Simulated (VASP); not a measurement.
Write the native input for VASP 6.6.1 that does the following.

```yaml
Task: single point
Functional: BLYP
Potentials_or_basis: VASP PAW PBE potentials, release 64 (Hf_pv)
Cutoff: 520 eV
k_mesh: 12 × 12 × 12
Occupations: fermi-dirac, width 0.1 eV
Spin: no spin polarisation
Dipole_correction: no
Further_INCAR_settings: ALGO = Normal; EDIFF = 1e-07; NBANDS = 11
```

The structure of Hf lies in POSCAR:

```
Hf
1.0
    3.0323018649      0.0000000000      0.0000000000
    0.0000000000      3.0323018649      0.0000000000
    0.0000000000      0.0000000000      3.0323018649
Hf
1
Direct
    0.0000000000      0.0000000000      0.0000000000
```

This cell differs from its parent crystal: volume scaled by 1.08.

The input as run:

INCAR

```
  PREC = Accurate
  ENCUT = 520
  EDIFF = 1E-7
  ISMEAR = -1
  SIGMA = 0.1
  LREAL = False
  LASPH = True
  NELM = 100
  ALGO = Normal
  ISIF = 2
  LWAVE = False
  LCHARG = True
  GGA = B5
  ALDAX = 1.0
  AGGAX = 1.0
  AGGAC = 1.0
  ALDAC = 0.0
  LELF = True
  LVHAR = True
  NBANDS = 11
```

KPOINTS

```
regular mesh
0
Gamma
  12 12 12
```

Potentials or basis: VASP PAW PBE potentials, release 64 (Hf_pv).

Command:

```console
$ cat potpaw_PBE.64/Hf_pv/POTCAR > POTCAR
$ mpirun -np 1 vasp_std > vasp.out
```

Results of the run:

| Item | Value |
| --- | --- |
| Pressure | -4.5 GPa |
| Band gap on the k mesh | zero (band 5 reaches 4.39 eV, above the bottom of band 6 at 2.36 eV) |

Caveat: the PAW data sets were made with another functional, which shifts forces and pressure a little; spin-orbit coupling is left out, which moves the levels of the heavy elements.

Wall time 27 s on 1 thread of Intel Xeon 8259CL (shared host), peak memory 0.15 GiB.
